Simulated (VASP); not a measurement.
# Ge (P6_3/mmc) in VASP: further runs

The runs below take Ge through single point, with PBE.

All numbers are computed with VASP 6.6.1; they aren't measurements. Logs are shortened: lines on timing, memory, paths and dates and some standing lists are left out, and cuts for length are marked.

## 1. The cell of the first run

Symmetry: P6_3/mmc, No. 194, hexagonal system. The conventional cell has a = 3.107 Å, b = 3.107 Å, c = 4.816 Å, α = 90.00°, β = 90.00°, γ = 120.00°. Ge (site symmetry -6m2) has 12 Ge at 3.00 to 3.11 Å within 4.0 Å.

This isn't the form of Ge at room conditions, which is diamond.

## 2. Single point, PBE (20.13 Å³/atom)

The input, INCAR:

```
ALGO = Normal
EDIFF = 1E-6
ENCUT = 520
GGA = PE
ISIF = 2
ISMEAR = -1
LASPH = True
LCHARG = False
LREAL = False
LWAVE = False
NBANDS = 21
NELM = 80
PREC = Accurate
SIGMA = 0.1
```

The input, KPOINTS:

```
k-points
0
Gamma
  19 19 11
```

The input, POSCAR:

```
Ge
1.0
    3.1066248003      0.0000000000      0.0000000000
   -1.5533124002      2.6904159971      0.0000000000
    0.0000000000      0.0000000000      4.8160059414
Ge
2
Direct
    0.3333333333      0.6666666667      0.2500000000
    0.6666666667      0.3333333333      0.7500000000
```

Potentials or basis: VASP PAW PBE potentials, release 64 (Ge_d).

On the command line:

```console
cat potpaw_PBE.64/Ge_d/POTCAR > POTCAR
mpirun -np 1 vasp_std > vasp.out
```

OUTCAR:

```text
EDIFF = 1E-6
   ENCUT = 520
   GGA = PE
   ISIF = 2
   ISMEAR = -1
   LASPH = True
   LREAL = False
   NELM = 80
   PREC = Accurate

 ion  position               nearest neighbor table
   1  0.333  0.667  0.250-
   2  0.667  0.333  0.750-

  LATTYP: Found a hexagonal cell.
 ALAT       =     3.1066248003
 C/A-ratio  =     1.5502373962

  Lattice vectors:

 A1 = (   3.1066248003,   0.0000000000,   0.0000000000)
 A2 = (  -1.5533124002,   2.6904159971,   0.0000000000)
 A3 = (   0.0000000000,   0.0000000000,   4.8160059414)

Analysis of symmetry for initial positions (statically):
=====================================================================
 Subroutine PRICEL returns:
 Original cell was already a primitive cell.

 Routine SETGRP: Setting up the symmetry group for a
 hexagonal supercell.

 Subroutine GETGRP returns: Found 24 space group operations
 (whereof 12 operations were pure point group operations)
 out of a pool of 24 trial point group operations.

The static configuration has the point symmetry D_3d.
 The point group associated with its full space group is D_6h.

Analysis of symmetry for dynamics (positions and initial velocities):
=====================================================================
 Subroutine PRICEL returns:
 Original cell was already a primitive cell.

 Routine SETGRP: Setting up the symmetry group for a
 hexagonal supercell.

 Subroutine GETGRP returns: Found 24 space group operations
 (whereof 12 operations were pure point group operations)
 out of a pool of 24 trial point group operations.

The dynamic configuration has the point symmetry D_3d.
 The point group associated with its full space group is D_6h.

 Subroutine INISYM returns: Found 24 space group operations
 (whereof 12 operations are pure point group operations),
 and found     1 'primitive' translations

----------------------------------------------------------------------------------------

                                     Primitive cell

  volume of cell :      40.2527

  direct lattice vectors                    reciprocal lattice vectors
     3.106624800  0.000000000  0.000000000     0.321892750  0.185844866  0.000000000
    -1.553312400  2.690415997  0.000000000     0.000000000  0.371689732  0.000000000
     0.000000000  0.000000000  4.816005941     0.000000000  0.000000000  0.207640940

  length of vectors
     3.106624800  3.106624800  4.816005941     0.371689732  0.371689732  0.207640940

  position of ions in fractional coordinates (direct lattice)
     0.333333333  0.666666667  0.250000000
     0.666666667  0.333333333  0.750000000

  ion indices of the primitive-cell ions
   primitive index   ion index
                 1           1
                 2           2

----------------------------------------------------------------------------------------

 KPOINTS: k-points

Automatic generation of k-mesh.
 Grid dimensions read from file:
 generate k-points for:   19   19   11

 Generating k-lattice:

  Cartesian coordinates                     Fractional coordinates (reciprocal lattice)
     0.016941724  0.009781309  0.000000000     0.052631579  0.000000000  0.000000000
     0.000000000  0.019562617  0.000000000     0.000000000  0.052631579  0.000000000
     0.000000000  0.000000000  0.018876449     0.000000000  0.000000000  0.090909091

  Length of vectors
     0.019562617  0.019562617  0.018876449

  Shift w.r.t. Gamma in fractional coordinates (k-lattice)
     0.000000000  0.000000000  0.000000000

 Subroutine IBZKPT returns following result:
 ===========================================

 Found    240 irreducible k-points:

 Following reciprocal coordinates:
            Coordinates               Weight
  0.000000  0.000000  0.000000      1.000000
  0.052632  0.000000  0.000000      6.000000
  0.105263  0.000000  0.000000      6.000000
  0.157895  0.000000  0.000000      6.000000
  0.210526  0.000000  0.000000      6.000000
  0.263158  0.000000  0.000000      6.000000
[... 16 lines left out ...]
  0.263158  0.105263  0.000000     12.000000
  0.315789  0.105263  0.000000     12.000000
 [... further k-points ...]
   k-points           NKPTS =    240   k-points in BZ     NKDIM =    240   number of bands    NBANDS=     21
   number of dos      NEDOS =    301   number of ions     NIONS =      2
   total plane-waves  NPLWV =  20736
   dimension x,y,z NGX =    24 NGY =   24 NGZ =   36
   dimension x,y,z NGXF=    48 NGYF=   48 NGZF=   72
   ions per type =               2
   NGX,Y,Z   is equivalent  to a cutoff of  12.84, 12.84, 12.43 a.u.
   NGXF,Y,Z  is equivalent  to a cutoff of  25.69, 25.69, 24.85 a.u.
 SYSTEM =  unknown system
   PREC   = accura    normal or accurate (medium, high low for compatibility)
   ISTART =      0    job   : 0-new  1-cont  2-samecut
   ICHARG =      2    charge: 1-file 2-atom 10-const
   ISPIN  =      1    spin polarized calculation?
   LNONCOLLINEAR =      F non collinear calculations
   LSORBIT =      F    spin-orbit coupling
   LASPH  =      T    aspherical Exc in radial PAW
   ENCUT  =  520.0 eV  38.22 Ry    6.18 a.u.   5.78  5.78  8.95*2*pi/ulx,y,z
   NELM   =     80;   NELMIN=  2; NELMDL= -5     # of ELM steps
   EDIFF  = 0.1E-05   stopping-criterion for ELM
   LREAL  =      F    real-space projection
   EDIFFG = 0.1E-04   stopping-criterion for IOM
   NSW    =      0    number of steps for IOM
   IBRION =     -1    ionic relax: 0-MD 1-quasi-New 2-CG
   NFREE  =      0    steps in history (QN), initial steepest desc. (CG)
   ISIF   =      2    stress and relaxation
   ISYM   =      2    0-nonsym 1-usesym 2-fastsym
   POTIM  = 0.5000    time-step for ionic-motion
   TEBEG  =    0.0;   TEEND  =   0.0 temperature during run
   PSTRESS=    0.0 pullay stress
   NELECT =      28.0000    total number of electrons
   NUPDOWN=      -1.0000    fix difference up-down
   EMIN   =  10.00;   EMAX   =-10.00  energy-range for DOS
   EFERMI =   0.00;   METHOD = LEGACY
   ISMEAR =    -1;   SIGMA  =   0.10  broadening in eV -4-tet -1-fermi 0-gaus
   EFERMI_NEDOS =   21; number of points for ismear=-14 and -15
   IALGO  =     38    algorithm
   IMIX   =      4    mixing-type and parameters
     AMIX     =   0.40;   BMIX     =  1.00
     AMIX_MAG =   1.60;   BMIX_MAG =  1.00
  volume/ion in A,a.u.               =      20.13       135.82
  Fermi-wavevector in a.u.,A,eV,Ry     =   1.450538  2.741119 28.627478  2.104060
  Thomas-Fermi vector in A             =   2.568138
   LORBIT       =      0    0 simple, 1 ext, 2 COOP (PROOUT), +10 PAW based schemes
   GGA     = PE    functional components
   LHFCALC =     F    Hartree Fock is set to
   AEXX    =    0.0000 exact exchange contribution
   IVDW    =     0    specifies the selected vdW correction
   LEPSILON=     F    determine dielectric tensor
   LRPA    =     F    only Hartree local field effects (RPA)
 non-spin polarized calculation
  energy-cutoff  :      520.00
  volume of cell :       40.25
 maximum number of plane-waves:      1095
 NGX is ok and might be reduce to    24
   NGX = 11   NGY = 11   NGZ = 17

 number of electron      27.9999968 magnetization

 Free energy of the ion-electron system (eV)
  ---------------------------------------------------
  ext. energy  EPLUGINS =         0.00000000
  ---------------------------------------------------
  free energy    TOTEN  =        -8.36438267 eV

  energy without entropy =       -8.33174700  energy(sigma->0) =       -8.34806483

 E-fermi :   6.1040     XC(G=0): -10.9786

 val. band max:        6.0871170055   @ k =   0.1579   0.0526   0.3636
 cond. band min:       6.1108684706   @ k =   0.3158   0.2632   0.0909
 fundamental gap:      0.0237514650
 Fermi energy:         6.1039792012

 k-point     1 :       0.0000    0.0000    0.0000
  band No.  band energies     occupation
      1     -18.6040      2.00000
      2     -18.6040      2.00000
      3     -18.6036      2.00000
      4     -18.5973      2.00000
      5     -18.5973      2.00000
      6     -18.5934      2.00000
[... 13 lines left out ...]
     20      18.2820      0.00000
     21      19.4023      0.00000

 k-point     2 :       0.0526    0.0000    0.0000
  band No.  band energies     occupation
      1     -18.6064      2.00000
      2     -18.6039      2.00000
      3     -18.6023      2.00000
      4     -18.5956      2.00000
      5     -18.5952      2.00000
      6     -18.5912      2.00000
[... 13 lines left out ...]
     20      18.0239      0.00000
     21      19.3932      0.00000

 k-point     3 :       0.1053    0.0000    0.0000
  band No.  band energies     occupation
      1     -18.6117      2.00000
      2     -18.6036      2.00000
      3     -18.5976      2.00000
      4     -18.5915      2.00000
      5     -18.5913      2.00000
      6     -18.5912      2.00000
[... 13 lines left out ...]
     20      18.1577      0.00000
     21      19.5734      0.00000

 k-point     4 :       0.1579    0.0000    0.0000
  band No.  band energies     occupation
      1     -18.6180      2.00000
      2     -18.6028      2.00000
      3     -18.5946      2.00000
      4     -18.5945      2.00000
      5     -18.5902      2.00000
      6     -18.5870      2.00000
[... 13 lines left out ...]
     20      19.0982      0.00000
     21      19.1753      0.00000

 k-point     5 :       0.2105    0.0000    0.0000
  band No.  band energies     occupation
      1     -18.6247      2.00000
      2     -18.6021      2.00000
      3     -18.5987      2.00000
      4     -18.5983      2.00000
      5     -18.5824      2.00000
      6     -18.5811      2.00000
[... 13 lines left out ...]
     20      18.3271      0.00000
     21      19.3648      0.00000

 k-point     6 :       0.2632    0.0000    0.0000
  band No.  band energies     occupation
      1     -18.6313      2.00000
      2     -18.6036      2.00000
      3     -18.6021      2.00000
      4     -18.6018      2.00000
      5     -18.5773      2.00000
      6     -18.5712      2.00000
[... 13 lines left out ...]
     20      17.7611      0.00000
     21      19.0022      0.00000

 k-point     7 :       0.3158    0.0000    0.0000
  band No.  band energies     occupation
      1     -18.6373      2.00000
      2     -18.6087      2.00000
      3     -18.6056      2.00000
      4     -18.6021      2.00000
      5     -18.5722      2.00000
      6     -18.5617      2.00000
[... 13 lines left out ...]
     20      17.3380      0.00000
     21      18.6513      0.00000
[... 291 lines left out ...]
      1     -18.6130      2.00000
      2     -18.6117      2.00000
      3     -18.5979      2.00000
      4     -18.5947      2.00000
      5     -18.5882      2.00000
      6     -18.5825      2.00000
[... 13 lines left out ...]
     20      17.2108      0.00000
     21      18.1402      0.00000

 k-point    21 :       0.1579    0.1053    0.0000
  band No.  band energies     occupation
      1     -18.6186      2.00000
      2     -18.6094      2.00000
      3     -18.6030      2.00000
      4     -18.5969      2.00000
      5     -18.5844      2.00000
      6     -18.5758      2.00000
[... 13 lines left out ...]
     20      17.0273      0.00000
     21      17.8681      0.00000

 k-point    22 :       0.2105    0.1053    0.0000
  band No.  band energies     occupation
      1     -18.6247      2.00000
      2     -18.6088      2.00000
      3     -18.6057      2.00000
      4     -18.5991      2.00000
      5     -18.5808      2.00000
      6     -18.5673      2.00000
[... 13 lines left out ...]
     20      16.1590      0.00000
     21      18.9224      0.00000

 k-point    23 :       0.2632    0.1053    0.0000
  band No.  band energies     occupation
      1     -18.6303      2.00000
      2     -18.6147      2.00000
      3     -18.6025      2.00000
      4     -18.6011      2.00000
      5     -18.5766      2.00000
      6     -18.5580      2.00000
[... 13 lines left out ...]
     20      15.5240      0.00000
     21      19.6769      0.00000

 k-point    24 :       0.3158    0.1053    0.0000
  band No.  band energies     occupation
      1     -18.6349      2.00000
      2     -18.6199      2.00000
      3     -18.6026      2.00000
      4     -18.6004      2.00000
      5     -18.5716      2.00000
      6     -18.5589      2.00000
[... 13 lines left out ...]
     20      15.0821      0.00000
     21      19.8190      0.00000

 [... further k-points ...]

------------------------ aborting loop because EDIFF is reached ----------------------------------------

  FORCE on cell =-STRESS in cart. coord.  units (eV):
  Direction    XX          YY          ZZ          XY          YZ          ZX
  --------------------------------------------------------------------------------------
  -------------------------------------------------------------------------------------
  Total       -0.7567919     -0.7567919     -0.1017277      0.0000000      0.0000000      0.0000000
  in kB      -30.1225539    -30.1225539     -4.0490643      0.0000000      0.0000000      0.0000000
  external PRESSURE =     -21.4313907 kB  Pullay stress =       0.0000000 kB

 VOLUME and BASIS-vectors are now :
 -----------------------------------------------------------------------------
  energy-cutoff  :      520.00
  volume of cell :       40.25
      direct lattice vectors                 reciprocal lattice vectors
     3.106624800  0.000000000  0.000000000     0.321892750  0.185844866  0.000000000
    -1.553312400  2.690415997  0.000000000     0.000000000  0.371689732  0.000000000
     0.000000000  0.000000000  4.816005941     0.000000000  0.000000000  0.207640940

 POSITION                                       TOTAL-FORCE (eV/Angst)
 -----------------------------------------------------------------------------------
     -0.00000      1.79361      1.20400        -0.000000      0.000000      0.000000
      1.55331      0.89681      3.61200         0.000000     -0.000000      0.000000
 -----------------------------------------------------------------------------------
    total drift:                               -0.000000      0.000000      0.000000

  FREE ENERGIE OF THE ION-ELECTRON SYSTEM (eV)
  ---------------------------------------------------
  free  energy   TOTEN  =        -8.3643826715 eV

  energy  without entropy=       -8.3317469956  energy(sigma->0) =       -8.34806483
```

Run time: 90 s. Hardware: 1 thread of Intel Xeon Platinum 8488C (Sapphire Rapids), shared host; peak memory 0.26 GiB.

What came out:

| Item | Value |
| --- | --- |
| Free energy | -8.3644 eV |
| Pressure | -2.1 GPa |
| Band gap on the k mesh | zero (bands 14 and 15 overlap by 8.61 eV) |

## 3. Single point, PBE (20.90 Å³/atom)

This run uses another cell than the first one, of 20.90 Å³/atom.

The input, INCAR:

```
PREC     = Accurate       # precision mode
ENCUT    = 520            # plane-wave cutoff, eV
EDIFF    = 1E-7           # SCF threshold, eV
ISMEAR   = -1             # smearing method
SIGMA    = 0.1            # smearing width, eV
LREAL    = F              # projectors in reciprocal space
LASPH    = T              # aspherical terms in the spheres
NELM     = 100            # most SCF steps
ALGO     = Normal         # electronic algorithm
ISIF     = 2              # what is computed and relaxed
LWAVE    = F              # write WAVECAR
LCHARG   = F              # write CHGCAR
GGA      = PE             # functional
NBANDS   = 21             # bands
```

The input, KPOINTS:

```
regular mesh
0
Gamma
  19 19 11
```

The input, POSCAR:

```
Ge
1.0
    3.1459533399      0.0000000000      0.0000000000
   -1.5729766700      2.7244755115      0.0000000000
    0.0000000000      0.0000000000      4.8769745143
Ge
2
Direct
    0.3333333333      0.6666666667      0.2500000000
    0.6666666667      0.3333333333      0.7500000000
```

Potentials or basis: VASP PAW PBE potentials, release 64 (Ge_d).

On the command line:

```console
cat potpaw_PBE.64/Ge_d/POTCAR > POTCAR
mpirun -np 1 vasp_std > vasp.out
```

Wall time 1.7 min (1 thread of Intel Xeon Platinum 8488C (Sapphire Rapids), shared host); peak memory 0.28 GiB.

Results (log left out):

| Quantity | Value |
| --- | --- |
| Free energy | -8.3353 eV |
| Pressure | -4.0 GPa |
| Band gap on the k mesh | zero (bands 14 and 15 overlap by 8.26 eV) |

Stress tensor (GPa, compression positive):
```
-4.78  0.00  0.00
 0.00 -4.78  0.00
 0.00  0.00 -2.32
```

Levels at points of the mesh, in eV from the Fermi level:
```
           k point  band 10  band 11  band 12  band 13  band 14  band 15  band 16  band 17  band 18  band 19
(0.00, 0.00, 0.00)   -24.63   -12.35    -7.13    -4.76     5.49     5.49     7.40     7.40     8.89     9.92
```

Caveat: the cell stands under tension.

## 4. Single point, PBE (21.67 Å³/atom)

This run uses another cell than the first one, of 21.67 Å³/atom.

The input, INCAR:

```
SYSTEM = Ge
PREC = Accurate ; ENCUT = 520
EDIFF = 1E-7 ; ISMEAR = -1
SIGMA = 0.1 ; LREAL = .False.
LASPH = .True. ; NELM = 60
ALGO = Normal ; ISIF = 2
LWAVE = .False. ; LCHARG = .False.
GGA = PE ; NBANDS = 21
```

The input, KPOINTS:

```
regular mesh
0
Gamma
  19 19 11
  0 0 0
```

The input, POSCAR:

```
Ge
1.0
    3.1843224060      0.0000000000      0.0000000000
   -1.5921612030      2.7577040975      0.0000000000
    0.0000000000      0.0000000000      4.9364556754
Ge
2
Direct
    0.3333333333      0.6666666667      0.2500000000
    0.6666666667      0.3333333333      0.7500000000
```

On the command line:

```console
cat potpaw_PBE.64/Ge_d/POTCAR > POTCAR
mpirun -np 1 vasp_std > vasp.out
```

Run time: 1.9 min. Hardware: 1 thread of Intel Xeon Platinum 8488C (Sapphire Rapids), shared host; peak memory 0.28 GiB.

It converged, with:

| Quantity | Value |
| --- | --- |
| Free energy | -8.2901 eV |
| Pressure | -5.5 GPa |
| Band gap on the k mesh | zero (bands 14 and 15 overlap by 7.91 eV) |

Stress tensor (GPa, compression positive):
```
-6.22  0.00  0.00
 0.00 -6.22  0.00
 0.00  0.00 -3.96
```

Levels at points of the mesh, in eV from the Fermi level:
```csv
k point,band 10,band 11,band 12,band 13,band 14,band 15,band 16,band 17,band 18,band 19
"(0.00, 0.00, 0.00)",-24.64,-12.07,-7.09,-4.56,5.29,5.29,7.13,7.13,8.53,9.66
```

Caveat: the cell stands under tension.

## 5. The runs side by side

```tsv
cell	gap on the mesh (eV)	pressure (GPa)
a = 3.107, b = 3.107, c = 4.816 Å, angles 90.0, 90.0, 120.0°, 2 atoms	none	-2.1
a = 3.146, b = 3.146, c = 4.877 Å, angles 90.0, 90.0, 120.0°, 2 atoms	none	-4.0
a = 3.184, b = 3.184, c = 4.936 Å, angles 90.0, 90.0, 120.0°, 2 atoms	none	-5.5
```

Alike in all rows: task single point; level PBE; potentials or basis VASP PAW PBE potentials, release 64 (Ge_d); no spin polarisation; k mesh 19 × 19 × 11; cutoff (eV) 520; smearing fermi-dirac 0.1 eV.

Caveats: the cell stands under tension (at least some runs).

Total energies depend on the potentials used, so only differences within one code and one set of settings carry meaning.
